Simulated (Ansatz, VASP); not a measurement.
**Mg5ZnO6: VASP beside Ansatz**

```
Mg Zn O
1.0
     3.01879    0.00000    0.00000
    -1.50940    2.61435    0.00000
     0.00000    0.00000   14.76733
Mg Zn O
5 1 6
Cartesian
  0.0000 1.7429 12.2909
  1.5094 0.8715 2.4764
  0.0000 1.7429 4.9308
  0.0000 0.0000 7.3837
  1.5094 0.8715 9.8366
  0.0000 0.0000 0.0000
  1.5094 0.8715 13.4884
  0.0000 1.7429 1.2789
  0.0000 0.0000 3.7046
  1.5094 0.8715 6.1573
  0.0000 1.7429 8.6101
  0.0000 0.0000 11.0627
```

Alike in both runs: task relaxation of cell and atoms; functional PBE; k mesh 12 × 12 × 2; occupations gaussian, width 0.02 eV; no spin polarisation.

```csv
,VASP,Ansatz
version,VASP 6.6.1,Ansatz 0.2.0
potentials or method,"VASP PAW PBE potentials, release 64 (Mg, Zn, O), cutoff 600 eV","scalar-relativistic, plane waves, PAW"
valence electrons in the cell,58,98
```

```tsv
	VASP	Ansatz	Ansatz less VASP
gap on the k mesh at the Fermi level, each at its own relaxed structure (eV)	3.30	3.30	-0.003
relaxed volume (Å³/atom)	9.67	9.71	+0.045
relaxed length of the cell vector where the two differ most in proportion (Å)	3.014	3.019	+0.0051
```

VASP's potentials hold 58 valence electrons a cell and Ansatz's 98, so a difference there can come from the potentials and not from the codes.
